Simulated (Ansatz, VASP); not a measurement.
# One calculation of Al, two programs

The input INCAR:

```
PREC = Accurate
ENCUT = 600
EDIFF = 1E-6
ISMEAR = 0
SIGMA = 0.1
LREAL = F
LASPH = T
NELM = 60
ALGO = Normal
ISIF = 3
LWAVE = F
LCHARG = F
GGA = PE
IBRION = 2
NSW = 100
EDIFFG = -0.01
```

KPOINTS

```
Automatic mesh
0
Gamma
  18 18 16
```

Contents of POSCAR:

```
Al
1.0
    2.7825281607      0.0000000000      0.0000000000
   -1.3912640803      2.4097400739      0.0000000000
    0.0000000000      0.0000000000      2.7866192483
Al
1
Direct
    0.0000000000      0.0000000000      0.0000000000
```

Input for Ansatz:

```yaml
crystal:
  lattice:
    - [2.7825281607, 0.0, 0.0]
    - [-1.3912640803, 2.4097400739, 0.0]
    - [0.0, 0.0, 2.7866192483]
  atoms:
    - { symbol: Al, position: [0.0, 0.0, 0.0] }
basis:
  ecutwfc: 420
kpoints:
  mp_grid: { grid: [18, 18, 16] }
hamiltonian:
  xc: pbe
scf:
  occupations: { method: gaussian, width: 0.1 }
output:
  forces: true
  stress: true
  eigenvalues: true
relax:
  adjacent_minimum: "off"
  f_tol: 0.01
  max_steps: 80
  cell: { stress_tol: 0.05 }
```

Alike in both runs: task relaxation of cell and atoms; functional PBE; k mesh 18 × 18 × 16; occupations gaussian, width 0.1 eV; no spin polarisation.

|  | VASP | Ansatz |
| --- | --- | --- |
| version | VASP 6.6.1 | Ansatz 0.2.0 |
| potentials or method | VASP PAW PBE potentials, release 64 (Al), cutoff 600 eV | scalar-relativistic, plane waves, PAW |
| valence electrons in the cell | 3 | 3 |

```tsv
	VASP	Ansatz	Ansatz less VASP
gap on the k mesh at the Fermi level, each at its own relaxed structure (eV)	none	none	-
relaxed volume (Å³/atom)	18.78	18.78	+0.001
relaxed cell length with the largest relative difference (Å)	2.795	2.797	+0.0021
```

A gap of «none» marks a metal or a gap that the smearing closes.
